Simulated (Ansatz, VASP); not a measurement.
ZrS2: VASP beside Ansatz

```
Zr S
1.0
     3.52742    0.00000    0.00000
    -1.76371    3.05484    0.00000
     0.00000    0.00000    5.96124
Zr S
1 2
Direct
  0.00000 0.00000 0.00000
  0.33333 0.66667 0.25317
  0.66667 0.33333 0.74683
```

Change from the starting cell: epitaxial_xy strain -4.0%.

Alike in both runs: task single point; functional r2SCAN; k mesh 12 × 12 × 4; no spin polarisation.

```csv
,VASP,Ansatz
version,VASP 6.6.1,Ansatz 0.2.0
potentials or method,"VASP PAW PBE potentials, release 64 (Zr_sv, S)","plane waves, PAW"
plane-wave cutoff (eV),550,500
occupations,"gaussian, width 0.01 eV",fixed
valence electrons in the cell,24,24
```

Ansatz gave:

```
gap on the k mesh at the Fermi level (eV)                     : 0.79
pressure (GPa)                                                : 6.1
traceless stress, the component that is largest in VASP (GPa) : -5.18
rms of the force components (eV/Å)                            : 0.021
```

Q: Estimate VASP's values.

A: gap on the k mesh at the Fermi level (eV): 0.79; pressure (GPa): 6.1; traceless stress, the component that is largest in VASP (GPa): -5.16; rms of the force components (eV/Å): 0.020.

VASP's potentials were made for PBE, not for r2SCAN. Atom by atom the forces differ by 0.000 eV/Å (rms over components).
